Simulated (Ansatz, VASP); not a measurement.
**Ti3Al: VASP beside Ansatz**

Contents of POSCAR:

```
Ti3Al
1.0
    2.9275422229      0.0000000000      0.0000000000
   -1.4637711114      2.5353259357      0.0000000000
    0.0000000000      0.0000000000      9.2263620000
Ti Al
3 1
Direct
    0.3333333333      0.6666666667      0.2494060000
    0.3333333333      0.6666666667      0.7505940000
    0.6666666667      0.3333333333      0.0000000000
    0.6666666667      0.3333333333      0.5000000000
```

Contents of INCAR.step1:

```
ALGO = Normal
EDIFF = 1E-4
ENCUT = 520
GGA = PE
ISMEAR = -1
LASPH = True
LCHARG = False
LREAL = False
LWAVE = True
NBANDS = 28
NELM = 100
PREC = Accurate
SIGMA = 0.05
```

INCAR.step2

```
ALGO = Normal
EDIFF = 1E-6
ENCUT = 520
ISIF = 2
ISMEAR = -1
ISTART = 1
LASPH = True
LCHARG = True
LELF = True
LMIXTAU = True
LREAL = False
LVHAR = True
LWAVE = False
METAGGA = R2SCAN
NBANDS = 28
NELM = 100
PREC = Accurate
SIGMA = 0.05
```

File KPOINTS:

```
k-points
0
Gamma
  10 10 3
```

File input.yaml:

```yaml
crystal:
  lattice:
    - [2.9275422229, 0.0, 0.0]
    - [-1.4637711114, 2.5353259357, 0.0]
    - [0.0, 0.0, 9.226362]
  atoms:
    - { symbol: Ti, position: [0.3333333333, 0.6666666667, 0.249406] }
    - { symbol: Ti, position: [0.3333333333, 0.6666666667, 0.750594] }
    - { symbol: Ti, position: [0.6666666667, 0.3333333333, 0.0] }
    - { symbol: Al, position: [0.6666666667, 0.3333333333, 0.5] }
hamiltonian:
  xc: r2scan
  pseudopotentials: { kind: paw }
kpoints:
  mp_grid: { grid: [10, 10, 3] }
scf:
  occupations: { method: fermi_dirac, width: 0.05 }
output:
  forces: true
  stress: true
  eigenvalues: true
```

Alike in both runs: task single point; functional r2SCAN; k mesh 10 × 10 × 3; occupations fermi-dirac, width 0.05 eV; no spin polarisation.

|  | VASP | Ansatz |
| --- | --- | --- |
| version | VASP 6.6.1 | Ansatz 0.2.0 |
| potentials or method | VASP PAW PBE potentials, release 64 (Ti_sv, Al) | Ansatz PAW |
| plane-wave cutoff (eV) | 520 | 500 |
| valence electrons in the cell | 39 | 39 |

Ansatz gave:

| Property | Result |
| --- | --- |
| gap on the k mesh at the Fermi level (eV) | none |
| pressure (GPa) | -0.8 |
| rms of the force components (eV/Å) | 0.002 |

Task: Which values does VASP return?

Result: gap on the k mesh at the Fermi level (eV): none; pressure (GPa): -0.6; rms of the force components (eV/Å): 0.005.

VASP's potentials were made for PBE, not for r2SCAN. Atom by atom the forces differ by 0.007 eV/Å (rms over components). A gap of «none» marks a metal or a gap that the smearing closes. With one functional, cell and mesh, what is left measures potentials, basis and numerics.
